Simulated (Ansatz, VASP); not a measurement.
AlGaN2 in VASP and in Ansatz

```xyz
4
Lattice="3.1252 0.0000 0.0000 0.0000 3.1252 0.0000 0.0000 0.0000 4.4238" Properties=species:S:1:pos:R:3 pbc="T T T"
Al    1.5626    1.5626    2.2119
Ga    0.0000    0.0000    0.0000
N     1.5626    0.0000    3.2660
N     0.0000    1.5626    1.1579
```

Change from the starting cell: strain -0.0050 x Voigt [1, 1, 0, 0, 0, 0], atoms carried along.

Alike in both runs: task single point; functional r2SCAN; k mesh 8 × 8 × 6; occupations gaussian, width 0.05 eV; no spin polarisation.

|  | VASP | Ansatz |
| --- | --- | --- |
| version | VASP 6.6.1 | Ansatz 0.2.0 |
| potentials or method | VASP PAW PBE potentials, release 64 (Al, Ga_d, N), cutoff 520 eV | scalar-relativistic, plane waves, PAW |
| valence electrons in the cell | 26 | 26 |

```csv
,VASP,Ansatz,Ansatz less VASP
gap on the k mesh at the Fermi level (eV),3.43,3.42,-0.009
least direct gap on the mesh (eV),3.43,3.42,-0.009
pressure (GPa),2.1,1.7,-0.36
"traceless stress, the component that is largest in VASP (GPa)",-0.45,-0.48,-0.035
rms of the force components (eV/Å),0.004,0.042,+0.0374
```

VASP's potentials were made for PBE, not for r2SCAN. Atom by atom the forces differ by 0.037 eV/Å (rms over components).
